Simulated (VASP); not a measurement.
# Be2Tl (I4/mcm) in VASP: a series of runs

Runs on Be2Tl. Level: PBE. Tasks: single point, relaxation of cell and atoms.

All numbers are computed with VASP 6.6.1; they aren't measurements. Logs are shortened: lines on timing, memory, paths and dates and some standing lists are left out, and cuts for length are marked.

### Step 1. The cell of the first run

The structure is tetragonal, space group I4/mcm (No. 140). Conventional cell: a = 4.353 Å, b = 4.353 Å, c = 9.973 Å, α = 90.00°, β = 90.00°, γ = 90.00°. Be (site symmetry m2m) has 5 Be at 2.16 to 2.27 Å within 2.9 Å. Tl (site symmetry 422) has 8 Be at 2.97 Å and 4 Tl at 3.08 Å within 3.9 Å.

### Step 2. Single point, PBE

INCAR

```
PREC = Accurate
ENCUT = 520
EDIFF = 1E-7
ISMEAR = 0
SIGMA = 0.1
LREAL = F
LASPH = T
NELM = 80
ALGO = Normal
ISIF = 2
LWAVE = F
LCHARG = F
GGA = PE
NBANDS = 26
```

KPOINTS

```
regular mesh
0
Gamma
  4 4 4
```

POSCAR

```
Be2Tl
1.0
   -2.1763634869      2.1763634869      4.9865879456
    2.1763634869     -2.1763634869      4.9865879456
    2.1763634869      2.1763634869     -4.9865879456
Be Tl
4 2
Direct
    0.6750987118      0.1750987118      0.8501974236
    0.1750987118      0.3249012882      0.5000000000
    0.3249012882      0.8249012882      0.1498025764
    0.8249012882      0.6750987118      0.5000000000
    0.2500000000      0.2500000000      0.0000000000
    0.7500000000      0.7500000000      0.0000000000
```

Potentials or basis: VASP PAW PBE potentials, release 64 (Be, Tl_d).

Launch:

```
$ cat potpaw_PBE.64/Be/POTCAR potpaw_PBE.64/Tl_d/POTCAR > POTCAR
$ mpirun -np 1 vasp_std > vasp.out
```

OUTCAR:

```text
PREC = Accurate
   ENCUT = 520
   EDIFF = 1E-7
   ISMEAR = 0
   LREAL = F
   LASPH = T
   NELM = 80
   ISIF = 2
   GGA = PE

 ion  position               nearest neighbor table
   1  0.675  0.175  0.850-   3 2.16   4 2.27   2 2.27   4 2.27   2 2.27   6 2.97   5 2.97   6 2.97
                             5 2.97
   2  0.175  0.325  0.500-   4 2.16   3 2.27   1 2.27   3 2.27   1 2.27   5 2.97   6 2.97   6 2.97
                             5 2.97
   3  0.325  0.825  0.150-   1 2.16   2 2.27   4 2.27   2 2.27   4 2.27   5 2.97   6 2.97   6 2.97
                             5 2.97
   4  0.825  0.675  0.500-   2 2.16   3 2.27   1 2.27   1 2.27   3 2.27   6 2.97   5 2.97   6 2.97
                             5 2.97
   5  0.250  0.250  0.000-   1 2.97   3 2.97   2 2.97   4 2.97   2 2.97   4 2.97   3 2.97   1 2.97
                             6 3.08   6 3.08   6 3.08   6 3.08
   6  0.750  0.750  0.000-   1 2.97   3 2.97   2 2.97   4 2.97   4 2.97   2 2.97   1 2.97   3 2.97
                             5 3.08   5 3.08   5 3.08   5 3.08

  LATTYP: Found a body centered tetragonal cell.
 ALAT       =     4.3527269738
 C/A-ratio  =     2.2912477514

  Lattice vectors:

 A1 = (  -2.1763634869,   2.1763634869,   4.9865879456)
 A2 = (   2.1763634869,  -2.1763634869,   4.9865879456)
 A3 = (   2.1763634869,   2.1763634869,  -4.9865879456)

Analysis of symmetry for initial positions (statically):
=====================================================================
 Subroutine PRICEL returns:
 Original cell was already a primitive cell.

 Routine SETGRP: Setting up the symmetry group for a
 body centered tetragonal supercell.

 Subroutine GETGRP returns: Found 16 space group operations
 (whereof  8 operations were pure point group operations)
 out of a pool of 16 trial point group operations.

The static configuration has the point symmetry C_4h.
 The point group associated with its full space group is D_4h.

Analysis of symmetry for dynamics (positions and initial velocities):
=====================================================================
 Subroutine PRICEL returns:
 Original cell was already a primitive cell.

 Routine SETGRP: Setting up the symmetry group for a
 body centered tetragonal supercell.

 Subroutine GETGRP returns: Found 16 space group operations
 (whereof  8 operations were pure point group operations)
 out of a pool of 16 trial point group operations.

The dynamic configuration has the point symmetry C_4h.
 The point group associated with its full space group is D_4h.

 Subroutine INISYM returns: Found 16 space group operations
 (whereof  8 operations are pure point group operations),
 and found     1 'primitive' translations

[... 97 lines left out ...]
   ISYM   =      2    0-nonsym 1-usesym 2-fastsym
   POTIM  = 0.5000    time-step for ionic-motion
   TEBEG  =    0.0;   TEEND  =   0.0 temperature during run
   PSTRESS=    0.0 pullay stress
   NELECT =      34.0000    total number of electrons
   NUPDOWN=      -1.0000    fix difference up-down
   EMIN   =  10.00;   EMAX   =-10.00  energy-range for DOS
   EFERMI =   0.00;   METHOD = LEGACY
   ISMEAR =     0;   SIGMA  =   0.10  broadening in eV -4-tet -1-fermi 0-gaus
   EFERMI_NEDOS =   21; number of points for ismear=-14 and -15
   IALGO  =     38    algorithm
   IMIX   =      4    mixing-type and parameters
     AMIX     =   0.40;   BMIX     =  1.00
     AMIX_MAG =   1.60;   BMIX_MAG =  1.00
  volume/ion in A,a.u.               =      15.75       106.26
  Fermi-wavevector in a.u.,A,eV,Ry     =   1.164463  2.200516 18.449147  1.355974
  Thomas-Fermi vector in A             =   2.301001
   LORBIT       =      0    0 simple, 1 ext, 2 COOP (PROOUT), +10 PAW based schemes
   GGA     = PE    functional components
   LHFCALC =     F    Hartree Fock is set to
   AEXX    =    0.0000 exact exchange contribution
   IVDW    =     0    specifies the selected vdW correction
   LEPSILON=     F    determine dielectric tensor
   LRPA    =     F    only Hartree local field effects (RPA)
 non-spin polarized calculation
 Gauss-broadening in eV      SIGMA  =   0.10
  energy-cutoff  :      520.00
  volume of cell :       94.48
 maximum number of plane-waves:      2560
 NGX is ok and might be reduce to    48
   NGX = 21   NGY = 21   NGZ = 21

 number of electron      34.0000000 magnetization

 Free energy of the ion-electron system (eV)
  ---------------------------------------------------
  ext. energy  EPLUGINS =         0.00000000
  ---------------------------------------------------
  free energy    TOTEN  =       -16.58991179 eV

  energy without entropy =      -16.58260617  energy(sigma->0) =      -16.58625898

 E-fermi :   6.3544     XC(G=0): -10.2100

 val. band max:        6.1431194979   @ k =   0.5000   0.5000   0.0000
 cond. band min:       6.4356463229   @ k =   0.5000   0.2500  -0.0000
 fundamental gap:      0.2925268250
 Fermi energy:         6.3543648616

 k-point     1 :       0.0000    0.0000    0.0000
  band No.  band energies     occupation
      1      -6.2563      2.00000
      2      -5.9474      2.00000
      3      -5.8708      2.00000
      4      -5.6429      2.00000
      5      -5.6429      2.00000
      6      -5.1730      2.00000
[... 366 lines left out ...]
     25      10.9411      0.00000
     26      11.9460      0.00000

------------------------ aborting loop because EDIFF is reached ----------------------------------------

  FORCE on cell =-STRESS in cart. coord.  units (eV):
  Direction    XX          YY          ZZ          XY          YZ          ZX
  --------------------------------------------------------------------------------------
  -------------------------------------------------------------------------------------
  Total        0.0427142      0.0427142      0.0199446      0.0000000      0.0000000     -0.0000000
  in kB        0.7243634      0.7243634      0.3382281      0.0000000      0.0000000     -0.0000000
  external PRESSURE =       0.5956517 kB  Pullay stress =       0.0000000 kB

 VOLUME and BASIS-vectors are now :
 -----------------------------------------------------------------------------
  energy-cutoff  :      520.00
  volume of cell :       94.48
      direct lattice vectors                 reciprocal lattice vectors
    -2.176363487  2.176363487  4.986587946     0.000000000  0.229741035  0.100268963
     2.176363487 -2.176363487  4.986587946     0.229741035  0.000000000  0.100268963
     2.176363487  2.176363487 -4.986587946     0.229741035  0.229741035  0.000000000

 POSITION                                       TOTAL-FORCE (eV/Angst)
 -----------------------------------------------------------------------------------
      0.76216      2.93852     -0.00000        -0.001729     -0.001729      0.000000
      1.41421      0.76216      0.00000         0.001729     -0.001729     -0.000000
      1.41421     -0.76216      4.98659         0.001729      0.001729     -0.000000
      0.76216      1.41421      4.98659        -0.001729      0.001729     -0.000000
      0.00000      0.00000      2.49329         0.000000      0.000000     -0.000000
      0.00000      0.00000      7.47988         0.000000      0.000000     -0.000000
 -----------------------------------------------------------------------------------
    total drift:                               -0.000000      0.000000     -0.000000

  FREE ENERGIE OF THE ION-ELECTRON SYSTEM (eV)
  ---------------------------------------------------
  free  energy   TOTEN  =       -16.5899117939 eV

  energy  without entropy=      -16.5826061690  energy(sigma->0) =      -16.58625898
```

OSZICAR:

```text
N       E                     dE             d eps       ncg     rms          rms(c)
DAV:   1     0.141873466266E+03    0.14187E+03   -0.16263E+04   676   0.118E+03
DAV:   2    -0.140677512972E+02   -0.15594E+03   -0.15062E+03   774   0.257E+02
DAV:   3    -0.181386368091E+02   -0.40709E+01   -0.40086E+01   854   0.385E+01
DAV:   4    -0.181703989396E+02   -0.31762E-01   -0.31715E-01   790   0.344E+00
DAV:   5    -0.181708466008E+02   -0.44766E-03   -0.44762E-03   854   0.458E-01    0.606E+00
DAV:   6    -0.167252153837E+02    0.14456E+01   -0.17487E+00   742   0.901E+00    0.450E+00
DAV:   7    -0.165921301462E+02    0.13309E+00   -0.70469E-01   816   0.359E+00    0.267E+00
DAV:   8    -0.165931442749E+02   -0.10141E-02   -0.97202E-02   740   0.188E+00    0.370E-01
DAV:   9    -0.165899105047E+02    0.32338E-02   -0.13460E-02   760   0.771E-01    0.111E-01
DAV:  10    -0.165899251813E+02   -0.14677E-04   -0.14002E-03   738   0.186E-01    0.438E-02
DAV:  11    -0.165899160517E+02    0.91295E-05   -0.13456E-04   788   0.789E-02    0.156E-02
DAV:  12    -0.165899123267E+02    0.37250E-05   -0.70564E-06   776   0.143E-02    0.524E-03
DAV:  13    -0.165899119794E+02    0.34730E-06   -0.63580E-07   854   0.487E-03    0.919E-04
DAV:  14    -0.165899117629E+02    0.21650E-06   -0.60203E-08   410   0.134E-03    0.164E-04
DAV:  15    -0.165899117939E+02   -0.30967E-07   -0.52556E-09   400   0.375E-04
   1 F= -.16589912E+02 E0= -.16586259E+02  d E =-.730562E-02
```

stdout:

```text
POSCAR found type information on POSCAR BeTl
 POSCAR found :  2 types and       6 ions
 scaLAPACK will be used
 LDA part: xc-table for (Slater+PW92), standard interpolation
 POSCAR, INCAR and KPOINTS ok, starting setup
 FFT: planning ... GRIDC
 FFT: planning ... GRID_SOFT
 FFT: planning ... GRID
 WAVECAR not read
 entering main loop
```

Run time: 32 s. Hardware: 1 thread of Intel Xeon 6975P-C (Granite Rapids), shared host; peak memory 0.32 GiB.

What came out:

| Property | Result |
| --- | --- |
| Free energy | -16.5899 eV |
| Pressure | 0.1 GPa |
| Band gap on the k mesh | zero (band 17 reaches 7.87 eV, above the bottom of band 18 at 4.43 eV) |

Forces on the atoms (eV/Å):
```
Be  -0.002 -0.002  0.000
Be   0.002 -0.002  0.000
Be   0.002  0.002  0.000
Be  -0.002  0.002  0.000
Tl   0.000  0.000  0.000
Tl   0.000  0.000  0.000
```

Caveat: the k points lie up to 0.51 Å⁻¹ apart; spin-orbit coupling is left out, which moves the levels of the heavy elements.

### Step 3. Single point, PBE

This run uses another cell than the first one, of 14.95 Å³/atom, 0.950 times its volume.

INCAR

```
SYSTEM = Be2Tl
ALGO = Fast
EDIFF = 1E-6
ENCUT = 520
GGA = PE
ISIF = 2
ISMEAR = 0
LASPH = .True.
LCHARG = .True.
LELF = .True.
LREAL = .False.
LVHAR = .True.
LWAVE = .False.
NBANDS = 26
NELM = 60
PREC = Accurate
SIGMA = 0.1
```

KPOINTS

```
k-points
0
Gamma
  6 6 6
  0 0 0
```

POSCAR

```
Be2Tl
1.0
   -2.9981133850      2.9981133850      2.4956330510
    2.9981133850     -2.9981133850      2.4956330510
    2.9981133850      2.9981133850     -2.4956330510
Be Tl
4 2
Direct
    0.6670000000      0.1670000000      0.8340000000
    0.1670000000      0.3330000000      0.5000000000
    0.3330000000      0.8330000000      0.1660000000
    0.8330000000      0.6670000000      0.5000000000
    0.2500000000      0.2500000000      0.0000000000
    0.7500000000      0.7500000000      0.0000000000
```

Potentials or basis: VASP PAW PBE potentials, release 64 (Be, Tl_d).

Launch:

```
$ cat potpaw_PBE.64/Be/POTCAR potpaw_PBE.64/Tl_d/POTCAR > POTCAR
$ mpirun -np 1 vasp_std > vasp.out
```

Wall time 39 s (1 thread of Intel Xeon 6975P-C (Granite Rapids), shared host); peak memory 0.26 GiB.

The run converged. Its results:

```
Free energy            : -10.6286 eV
Pressure               : 16.2 GPa
Largest force          : 0.942 eV/Å
Band gap on the k mesh : zero (band 17 reaches 10.25 eV, above the bottom of band 18 at 5.83 eV)
```

Forces in eV/Å, atoms in the order of the input:
```
Be  -0.666 -0.666  0.000
Be   0.666 -0.666  0.000
Be   0.666  0.666  0.000
Be  -0.666  0.666  0.000
Tl   0.000  0.000  0.000
Tl   0.000  0.000  0.000
```

Stress tensor (GPa, compression positive):
```
 5.34  0.00  0.00
 0.00  5.34  0.00
 0.00  0.00 38.05
```

Levels at points of the mesh, in eV from the Fermi level:
```tsv
k point	band 13	band 14	band 15	band 16	band 17	band 18	band 19	band 20	band 21	band 22
(0.00, 0.00, 0.00)	-3.65	-3.65	-1.93	-1.86	-1.86	-1.66	-0.71	0.72	1.53	1.68
(0.50, 0.00, 0.00)	-4.05	-4.05	-3.50	-3.50	0.37	0.37	3.30	3.30	3.49	3.49
(0.50, 0.50, 0.00)	-4.74	-3.63	-2.96	-2.84	-0.68	0.16	1.01	1.86	4.42	4.57
(0.50, 0.50, 0.50)	-6.50	-5.33	-4.99	-3.76	2.75	2.87	2.87	2.89	2.91	3.83
```

Caveat: spin-orbit coupling is left out, which moves the levels of the heavy elements.

(Continued in part 2 of 2.)
